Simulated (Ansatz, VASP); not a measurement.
## WSe2: VASP beside Ansatz

```
CELL_PARAMETERS angstrom
3.29992 0.00000 0.00000
-1.64996 2.85782 0.00000
0.00000 0.00000 7.48799
ATOMIC_POSITIONS crystal
W 0.00000 0.00000 0.00000
Se 0.33333 0.66667 0.22942
Se 0.66667 0.33333 0.77058
```

Alike in both runs: task single point; functional PBE; k mesh 10 × 10 × 6; occupations fermi-dirac, width 0.08 eV; no spin polarisation.

|  | VASP | Ansatz |
| --- | --- | --- |
| version | VASP 6.6.1 | Ansatz 0.2.0 |
| potentials or method | VASP PAW PBE potentials, release 64 (W_sv, Se), cutoff 520 eV | all-electron LAPW, scalar-relativistic |

```csv
,VASP,Ansatz,Ansatz less VASP
pressure (GPa),0.2,0.0,-0.19
rms of the force components (eV/Å),0.016,0.001,-0.0150
```

Atom by atom the forces differ by 0.016 eV/Å (rms over components). Ansatz ran all-electron here, and VASP with PAW potentials.

Neither program's run includes spin-orbit coupling.
